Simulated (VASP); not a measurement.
# BaS (CsCl type) (Pm-3m) in VASP: single point with PBE

Aim: the single point of BaS (CsCl type) with PBE.

All numbers are computed with VASP 6.6.1; they aren't measurements. Logs are shortened: lines on timing, memory, paths and dates and some standing lists are left out, and cuts for length are marked.

**1. The cell of the first run**

It takes space group Pm-3m (No. 221, cubic). The conventional cell has a = 3.048 Å, b = 3.048 Å, c = 3.048 Å, α = 90.00°, β = 90.00°, γ = 90.00°. Ba (site symmetry m-3m) has 8 S at 2.64 Å and 6 Ba at 3.05 Å within 3.5 Å. Within 3.5 Å of S (site symmetry m-3m) lie 8 Ba at 2.64 Å and 6 S at 3.05 Å.

**2. Single point, PBE (14.16 Å³/atom)**

POSCAR

```
BaS
1.0
    3.0481868205      0.0000000000      0.0000000000
    0.0000000000      3.0481868205      0.0000000000
    0.0000000000      0.0000000000      3.0481868205
Ba S
1 1
Direct
    0.0000000000      0.0000000000      0.0000000000
    0.5000000000      0.5000000000      0.5000000000
```

INCAR.step1

```
  ALGO = Normal
  EDIFF = 1E-7
  ENCUT = 520
  GGA = PE
  ISIF = 2
  ISMEAR = -1
  LASPH = T
  LCHARG = T
  LREAL = F
  LWAVE = F
  NBANDS = 15
  NELM = 60
  PREC = Accurate
  SIGMA = 0.05
```

KPOINTS.step1

```
k-points
0
Gamma
  10 10 10
```

INCAR.step2

```
  ALGO = Normal
  EDIFF = 1E-7
  ENCUT = 520
  GGA = PE
  ICHARG = 11
  ISIF = 2
  ISMEAR = -5
  LASPH = T
  LCHARG = F
  LORBIT = 10
  LREAL = F
  LWAVE = F
  NBANDS = 15
  NEDOS = 1001
  NELM = 60
  PREC = Accurate
  SIGMA = 0.05
```

KPOINTS.step2

```
k-points
0
Gamma
  15 15 15
```

Potentials or basis: VASP PAW PBE potentials, release 64 (Ba_sv, S).

Launch:

```console
$ cat potpaw_PBE.64/Ba_sv/POTCAR potpaw_PBE.64/S/POTCAR > POTCAR
$ cp INCAR.step1 INCAR
$ cp KPOINTS.step1 KPOINTS
$ mpirun -np 1 vasp_std > vasp.out
$ cp INCAR.step2 INCAR
$ cp KPOINTS.step2 KPOINTS
$ mpirun -np 1 vasp_std > vasp.out
```

OUTCAR:

```text
EDIFF = 1E-7
   ENCUT = 520
   GGA = PE
   ICHARG = 11
   ISIF = 2
   ISMEAR = -5
   LASPH = T
   LORBIT = 10
   LREAL = F
   NELM = 60
   PREC = Accurate

 ion  position               nearest neighbor table
   1  0.000  0.000  0.000-   2 2.64   2 2.64   2 2.64   2 2.64   2 2.64   2 2.64   2 2.64   2 2.64

   2  0.500  0.500  0.500-   1 2.64   1 2.64   1 2.64   1 2.64   1 2.64   1 2.64   1 2.64   1 2.64

  LATTYP: Found a simple cubic cell.
 ALAT       =     3.0481868205

  Lattice vectors:

 A1 = (   3.0481868205,   0.0000000000,   0.0000000000)
 A2 = (   0.0000000000,   3.0481868205,   0.0000000000)
 A3 = (   0.0000000000,   0.0000000000,   3.0481868205)

Analysis of symmetry for initial positions (statically):
=====================================================================
 Subroutine PRICEL returns:
 Original cell was already a primitive cell.

 Routine SETGRP: Setting up the symmetry group for a
 simple cubic supercell.

 Subroutine GETGRP returns: Found 48 space group operations
 (whereof 48 operations were pure point group operations)
 out of a pool of 48 trial point group operations.

The static configuration has the point symmetry O_h .

Analysis of symmetry for dynamics (positions and initial velocities):
=====================================================================
 Subroutine PRICEL returns:
 Original cell was already a primitive cell.

 Routine SETGRP: Setting up the symmetry group for a
 simple cubic supercell.

 Subroutine GETGRP returns: Found 48 space group operations
 (whereof 48 operations were pure point group operations)
 out of a pool of 48 trial point group operations.

The dynamic configuration has the point symmetry O_h .

 Subroutine INISYM returns: Found 48 space group operations
 (whereof 48 operations are pure point group operations),
 and found     1 'primitive' translations

----------------------------------------------------------------------------------------

                                     Primitive cell

  volume of cell :      28.3221

  direct lattice vectors                    reciprocal lattice vectors
     3.048186820  0.000000000  0.000000000     0.328063882  0.000000000  0.000000000
     0.000000000  3.048186820  0.000000000     0.000000000  0.328063882  0.000000000
     0.000000000  0.000000000  3.048186820     0.000000000  0.000000000  0.328063882

  length of vectors
     3.048186820  3.048186820  3.048186820     0.328063882  0.328063882  0.328063882

  position of ions in fractional coordinates (direct lattice)
     0.000000000  0.000000000  0.000000000
     0.500000000  0.500000000  0.500000000

  ion indices of the primitive-cell ions
   primitive index   ion index
                 1           1
                 2           2

----------------------------------------------------------------------------------------

 KPOINTS: k-points

Automatic generation of k-mesh.
 Grid dimensions read from file:
 generate k-points for:   15   15   15

 Generating k-lattice:

  Cartesian coordinates                     Fractional coordinates (reciprocal lattice)
     0.021870925  0.000000000  0.000000000     0.066666667  0.000000000  0.000000000
     0.000000000  0.021870925  0.000000000     0.000000000  0.066666667  0.000000000
     0.000000000  0.000000000  0.021870925     0.000000000  0.000000000  0.066666667

  Length of vectors
     0.021870925  0.021870925  0.021870925

  Shift w.r.t. Gamma in fractional coordinates (k-lattice)
     0.000000000  0.000000000  0.000000000

 TETIRR: Found   1667 inequivalent tetrahedra from    20250

 Subroutine IBZKPT returns following result:
 ===========================================

 Found    120 irreducible k-points:

 Following reciprocal coordinates:
            Coordinates               Weight
  0.000000  0.000000  0.000000      1.000000
  0.066667  0.000000  0.000000      6.000000
  0.133333  0.000000  0.000000      6.000000
  0.200000  0.000000  0.000000      6.000000
  0.266667  0.000000  0.000000      6.000000
  0.333333  0.000000  0.000000      6.000000
[... 16 lines left out ...]
  0.266667  0.200000  0.000000     24.000000
  0.333333  0.200000  0.000000     24.000000
 [... further k-points ...]
   k-points           NKPTS =    120   k-points in BZ     NKDIM =    120   number of bands    NBANDS=     15
   number of dos      NEDOS =   1001   number of ions     NIONS =      2
   total plane-waves  NPLWV =  13824
   dimension x,y,z NGX =    24 NGY =   24 NGZ =   24
   dimension x,y,z NGXF=    48 NGYF=   48 NGZF=   48
   ions per type =               1   1
   NGX,Y,Z   is equivalent  to a cutoff of  13.09, 13.09, 13.09 a.u.
   NGXF,Y,Z  is equivalent  to a cutoff of  26.18, 26.18, 26.18 a.u.
 SYSTEM =  unknown system
   PREC   = accura    normal or accurate (medium, high low for compatibility)
   ISTART =      0    job   : 0-new  1-cont  2-samecut
   ICHARG =     11    charge: 1-file 2-atom 10-const
   ISPIN  =      1    spin polarized calculation?
   LNONCOLLINEAR =      F non collinear calculations
   LSORBIT =      F    spin-orbit coupling
   LASPH  =      T    aspherical Exc in radial PAW
   ENCUT  =  520.0 eV  38.22 Ry    6.18 a.u.   5.67  5.67  5.67*2*pi/ulx,y,z
   NELM   =     60;   NELMIN=  2; NELMDL=  0     # of ELM steps
   EDIFF  = 0.1E-06   stopping-criterion for ELM
   LREAL  =      F    real-space projection
   EDIFFG = 0.1E-05   stopping-criterion for IOM
   NSW    =      0    number of steps for IOM
   IBRION =     -1    ionic relax: 0-MD 1-quasi-New 2-CG
   NFREE  =      0    steps in history (QN), initial steepest desc. (CG)
   ISIF   =      2    stress and relaxation
   ISYM   =      2    0-nonsym 1-usesym 2-fastsym
   POTIM  = 0.5000    time-step for ionic-motion
   TEBEG  =    0.0;   TEEND  =   0.0 temperature during run
   PSTRESS=    0.0 pullay stress
   NELECT =      16.0000    total number of electrons
   NUPDOWN=      -1.0000    fix difference up-down
   EMIN   =  10.00;   EMAX   =-10.00  energy-range for DOS
   EFERMI =   0.00;   METHOD = LEGACY
   ISMEAR =    -5;   SIGMA  =   0.05  broadening in eV -4-tet -1-fermi 0-gaus
   EFERMI_NEDOS =   21; number of points for ismear=-14 and -15
   IALGO  =     38    algorithm
   IMIX   =      4    mixing-type and parameters
     AMIX     =   0.40;   BMIX     =  1.00
     AMIX_MAG =   1.60;   BMIX_MAG =  1.00
  volume/ion in A,a.u.               =      14.16        95.56
  Fermi-wavevector in a.u.,A,eV,Ry     =   1.353339  2.557440 24.919428  1.831526
  Thomas-Fermi vector in A             =   2.480603
   LORBIT       =     10    0 simple, 1 ext, 2 COOP (PROOUT), +10 PAW based schemes
   GGA     = PE    functional components
   LHFCALC =     F    Hartree Fock is set to
   AEXX    =    0.0000 exact exchange contribution
   IVDW    =     0    specifies the selected vdW correction
   LEPSILON=     F    determine dielectric tensor
   LRPA    =     F    only Hartree local field effects (RPA)
 non-spin polarized calculation
 Fermi weights with tetrahedron method with Bloechl corrections
  energy-cutoff  :      520.00
  volume of cell :       28.32
 maximum number of plane-waves:       784
 NGX is ok and might be reduce to    24

 number of electron      15.9999996 magnetization

 Free energy of the ion-electron system (eV)
  ---------------------------------------------------
  ext. energy  EPLUGINS =         0.00000000
  ---------------------------------------------------
  free energy    TOTEN  =        -2.45909142 eV

  energy without entropy =       -2.45909142  energy(sigma->0) =       -2.45909142

 E-fermi :   9.7267     XC(G=0): -12.8214

 val. band max:        9.7576983821   @ k =   0.1333   0.0667   0.0000
 cond. band min:       9.6506500039   @ k =   0.2000   0.0667   0.0000
 fundamental gap:     -0.1070483782
 Fermi energy:         9.7267384970

 k-point     1 :       0.0000    0.0000    0.0000
  band No.  band energies     occupation
      1     -18.6888      2.00000
      2      -3.0453      2.00000
      3      -1.6597      2.00000
      4      -1.6597      2.00000
      5      -1.6597      2.00000
      6       8.1565      2.00000
      7       8.1565      2.00000
      8      10.7382     -0.00848
      9      10.7382      0.00000
     10      10.7382      0.00000
     11      18.3459      0.00000
     12      18.3459      0.00000
     13      18.3459      0.00000
     14      22.3499      0.00000
     15      22.9465      0.00000

 k-point     2 :       0.0667    0.0000    0.0000
  band No.  band energies     occupation
      1     -18.6482      2.00000
      2      -3.5697      2.00000
      3      -1.6194      2.00000
      4      -1.6194      2.00000
      5      -1.3042      2.00000
      6       8.2224      2.00000
      7       8.4436      2.00000
      8      10.5633     -0.12966
      9      10.5633      0.00000
     10      10.5801      0.00000
     11      18.3866      0.00000
     12      18.3866      0.00000
     13      18.4146      0.00000
     14      22.0780      0.00000
     15      22.5446      0.00000

 k-point     3 :       0.1333    0.0000    0.0000
  band No.  band energies     occupation
      1     -18.5301      2.00000
      2      -4.5603      2.00000
      3      -1.5021      2.00000
      4      -1.5021      2.00000
      5      -0.7437      2.00000
      6       8.4188      2.00000
      7       8.8275      2.00000
      8      10.0838     -0.18442
      9      10.0838     -0.09996
     10      10.5919      0.00000
     11      18.5261      0.00000
     12      18.5261      0.00000
     13      18.6199      0.00000
     14      20.5091      0.00000
     15      22.7970      0.00000
[... 343 lines left out ...]
 k-point    23 :       0.2667    0.2000    0.0000
  band No.  band energies     occupation
      1     -17.7981      2.00000
      2      -6.3933      2.00000
      3      -3.7341      2.00000
      4      -0.7898      2.00000
      5       1.1851      2.00000
      6       5.9185      2.00000
      7       8.6317      2.00000
      8       9.4406      2.00000
      9      11.5143      0.00000
     10      14.5701      0.00000
     11      15.6383      0.00000
     12      16.1514      0.00000
     13      21.0581      0.00000
     14      21.0662      0.00000
     15      23.2556      0.00000

 k-point    24 :       0.3333    0.2000    0.0000
  band No.  band energies     occupation
      1     -17.5711      2.00000
      2      -7.0765      2.00000
      3      -3.5273      2.00000
      4      -0.5699      2.00000
      5       0.8960      2.00000
      6       5.8186      2.00000
      7       8.2200      2.00000
      8       8.9467      2.00000
      9      11.9434      0.00000
     10      15.6837      0.00000
     11      15.9935      0.00000
     12      16.5046      0.00000
     13      19.8000      0.00000
     14      20.1203      0.00000
     15      22.3200      0.00000

 [... further k-points ...]
[... 5 lines left out ...]
  --------------------------------------------------------------------------------------
  -------------------------------------------------------------------------------------
  Total       25.8772735     25.8772735     25.8772735     -0.0000000     -0.0000000      0.0000000
  in kB     1463.8762175   1463.8762175   1463.8762175     -0.0000000     -0.0000000      0.0000000
  external PRESSURE =    1463.8762175 kB  Pullay stress =       0.0000000 kB

 VOLUME and BASIS-vectors are now :
 -----------------------------------------------------------------------------
  energy-cutoff  :      520.00
  volume of cell :       28.32
      direct lattice vectors                 reciprocal lattice vectors
     3.048186820  0.000000000  0.000000000     0.328063882  0.000000000  0.000000000
     0.000000000  3.048186820  0.000000000     0.000000000  0.328063882  0.000000000
     0.000000000  0.000000000  3.048186820     0.000000000  0.000000000  0.328063882

 POSITION                                       TOTAL-FORCE (eV/Angst)
 -----------------------------------------------------------------------------------
      0.00000      0.00000      0.00000         0.000000      0.000000      0.000000
      1.52409      1.52409      1.52409         0.000000      0.000000      0.000000
 -----------------------------------------------------------------------------------
    total drift:                               -0.000000      0.000000     -0.000000

  FREE ENERGIE OF THE ION-ELECTRON SYSTEM (eV)
  ---------------------------------------------------
  free  energy   TOTEN  =        -2.4590914242 eV

  energy  without entropy=       -2.4590914242  energy(sigma->0) =       -2.45909142

 total charge

# of ion       s       p       d       tot
------------------------------------------
    1        2.091   5.647   1.196   8.934
    2        1.373   2.703   0.000   4.077
--------------------------------------------------
tot          3.464   8.350   1.196  13.010
```

Run time: 40 s. Hardware: 1 thread of Intel Xeon 8259CL, shared host; peak memory 0.18 GiB.

What came out:

```
Valence electrons inside the program's atomic spheres : Ba 8.93; S 4.08
```

Levels at points of the mesh, in eV from the Fermi level:
| k point | band 4 | band 5 | band 6 | band 7 | band 8 | band 9 | band 10 | band 11 | band 12 | band 13 |
| --- | --- | --- | --- | --- | --- | --- | --- | --- | --- | --- |
| (0.00, 0.00, 0.00) | -11.39 | -11.39 | -1.57 | -1.57 | 1.01 | 1.01 | 1.01 | 8.62 | 8.62 | 8.62 |

Caveat: spin-orbit coupling is left out, which moves the levels of the heavy elements.
